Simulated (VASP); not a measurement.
A run of VASP 6.6.1 is set up as follows.

POSCAR

```
CsBr
1.0
    4.3098752850     -0.0095026314     -0.0095026314
   -0.0095026314      4.3098752850     -0.0095026314
   -0.0095026314     -0.0095026314      4.3098752850
Cs Br
1 1
Direct
    0.0000000000      0.0000000000      0.0000000000
    0.5000000000      0.5000000000      0.5000000000
```

File INCAR.step1:

```
  PREC = Accurate
  ENCUT = 520
  EDIFF = 1E-5
  ISMEAR = 0
  SIGMA = 0.01
  LREAL = False
  LASPH = True
  NELM = 100
  ALGO = Normal
  ISIF = 2
  LWAVE = True
  GGA = PE
  NBANDS = 15
```

File INCAR.step2:

```
  PREC = Accurate
  ENCUT = 520
  EDIFF = 1E-6
  ISMEAR = 0
  SIGMA = 0.01
  LREAL = False
  LASPH = True
  NELM = 100
  ALGO = Normal
  ISIF = 2
  LWAVE = False
  LCHARG = True
  GGA = PE
  LHFCALC = True
  HFSCREEN = 0.2079
  PRECFOCK = Normal
  LELF = True
  LVHAR = True
  ISTART = 1
  NBANDS = 15
```

The input KPOINTS:

```
regular mesh
0
Gamma
  4 4 4
```

Potentials or basis: VASP PAW PBE potentials, release 64 (Cs_sv, Br).

Command:

```sh
$ cat potpaw_PBE.64/Cs_sv/POTCAR potpaw_PBE.64/Br/POTCAR > POTCAR
$ cp INCAR.step1 INCAR
$ mpirun -np 1 vasp_std > vasp.out
$ cp INCAR.step2 INCAR
$ mpirun -np 1 vasp_std > vasp.out
```

Problem. Predict the pressure.

Solution. 0.5 GPa.

Problem. Predict the band gap on the k mesh.

Solution. 5.63 eV.

Caveat: the cell differs from its parent crystal (strain along [111] -0.7%); the PAW data sets were made with another functional, which shifts forces and pressure a little; spin-orbit coupling is left out, which moves the levels of the heavy elements.
